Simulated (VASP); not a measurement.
Write the native input for VASP 6.6.1 that does the following.

```yaml
Task: single point
Functional: LDA
Potentials_or_basis: VASP PAW LDA potentials, release 64 (Sn_d, O_h)
Cutoff: 1340 eV
k_mesh: 4 × 3 × 3
Occupations: gaussian, width 0.01 eV
Spin: no spin polarisation
Dipole_correction: no
Further_INCAR_settings: ALGO = Normal; EDIFF = 1e-06; NBANDS = 28
```

The structure of SnO lies in POSCAR:

```
SnO
1.0
    3.3550050000      0.0000000000      0.0000000000
    0.0000000000      5.6741040000      0.0000000000
    0.0000000000      0.0000000000      4.2219700000
Sn O
2 2
Direct
   -0.0046155637      0.2052798796      0.4941458497
    0.4967296266      0.7520886031     -0.0098998666
   -0.0021122058      0.8787242659      0.7312993234
    0.4959960628      0.0737704589      0.2375837243
```

The input as run:

INCAR

```
PREC = Accurate ; ENCUT = 1340
EDIFF = 1E-6 ; ISMEAR = 0
SIGMA = 0.01 ; LREAL = F
LASPH = T ; NELM = 120
ALGO = Normal ; ISIF = 2
LWAVE = F ; LCHARG = T
GGA = CA ; LELF = T
LVHAR = T ; NBANDS = 28
GGA_COMPAT = F
```

KPOINTS

```
regular mesh
0
Gamma
  4 3 3
```

Potentials or basis: VASP PAW LDA potentials, release 64 (Sn_d, O_h).

The run is started by

```bash
$ cat potpaw_LDA.64/Sn_d/POTCAR potpaw_LDA.64/O_h/POTCAR > POTCAR
$ mpirun -np 1 vasp_std > vasp.out
```

Results of the run:

```yaml
Pressure: -2.2 GPa
Largest_force: 0.133 eV/Å
Band_gap_on_the_k_mesh: 1.58 eV (least direct gap 2.25 eV)
```

Caveat: the k points lie up to 0.50 Å⁻¹ apart; spin-orbit coupling is left out, which moves the levels of the heavy elements.

Run time: 2.8 min on 1 thread of AMD EPYC 7R43 64-Core Processor (Zen 3), on a shared host, peak memory 0.33 GiB.
